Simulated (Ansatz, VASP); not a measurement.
# One calculation of BAs, two programs

```
B As
1.0
     0.00000    2.36197    2.36197
     2.36197    0.00000    2.36197
     2.36197    2.36197    0.00000
B As
1 1
Direct
  0.00000 0.00000 0.00000
  0.25000 0.25000 0.25000
```

Alike in both runs: task single point; functional HSE06; k mesh 6 × 6 × 6; occupations gaussian, width 0.02 eV; no spin polarisation.

```csv
,VASP,Ansatz
version,VASP 6.6.1,Ansatz 0.2.0
potentials or method,"VASP PAW PBE potentials, release 64 (B, As), cutoff 520 eV","scalar-relativistic, plane waves, PAW"
valence electrons in the cell,8,18
```

|  | VASP | Ansatz | Ansatz less VASP |
| --- | --- | --- | --- |
| gap on the k mesh at the Fermi level (eV) | 1.92 | 1.91 | -0.007 |
| least direct gap on the mesh (eV) | 4.16 | 4.16 | +0.005 |
| pressure (GPa) | 4.6 | 4.7 | +0.07 |

VASP's potentials hold 8 valence electrons a cell and Ansatz's 18, so a difference there can come from the potentials and not from the codes. Ansatz's warnings: stress exchange threshold loose, stress scf threshold loose.
